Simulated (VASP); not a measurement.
Write the native input for VASP 6.6.1 that does the following.

```
Task                   : single point
Functional             : PBEsol
Potentials or basis    : VASP PAW PBE potentials, release 64 (Ca_sv)
Cutoff                 : 500 eV
k mesh                 : 12 × 12 × 8
Occupations            : gaussian, width 0.1 eV
Spin                   : no spin polarisation
Dipole correction      : no
Further INCAR settings : ALGO = Normal; EDIFF = 1e-06; NBANDS = 17
```

The structure of Ca lies in POSCAR:

```
Ca
1.0
    3.8512962065      0.0000000000      0.0000000000
   -1.9256481032      3.3353203524      0.0000000000
    0.0000000000      0.0000000000      6.3413280529
Ca
2
Direct
    0.3333333333      0.6666666667      0.2500000000
    0.6666666667      0.3333333333      0.7500000000
```

These files were run (other wordings do the same):

INCAR

```
ALGO = Normal ; EDIFF = 1E-6
ENCUT = 500 ; GGA = PS
GGA_COMPAT = False ; ISIF = 2
ISMEAR = 0 ; LASPH = True
LCHARG = False ; LREAL = False
LWAVE = False ; NBANDS = 17
NELM = 120 ; PREC = Accurate
SIGMA = 0.1
```

KPOINTS

```
k-points
0
Gamma
  12 12 8
```

Potentials or basis: VASP PAW PBE potentials, release 64 (Ca_sv).

Command:

```console
$ cat potpaw_PBE.64/Ca_sv/POTCAR > POTCAR
$ mpirun -np 1 vasp_std > vasp.out
```

Results of the run:

```json
{"Pressure": "0.0 GPa", "Band gap on the k mesh": "zero (band 10 reaches 2.33 eV, above the bottom of band 11 at 1.87 eV)"}
```

Caveat: the PAW data sets were made with another functional, which shifts forces and pressure a little.

It took 37 s on 1 thread of Intel(R) Xeon(R) 6975P-C (Granite Rapids), on a shared host, peak memory 0.24 GiB.
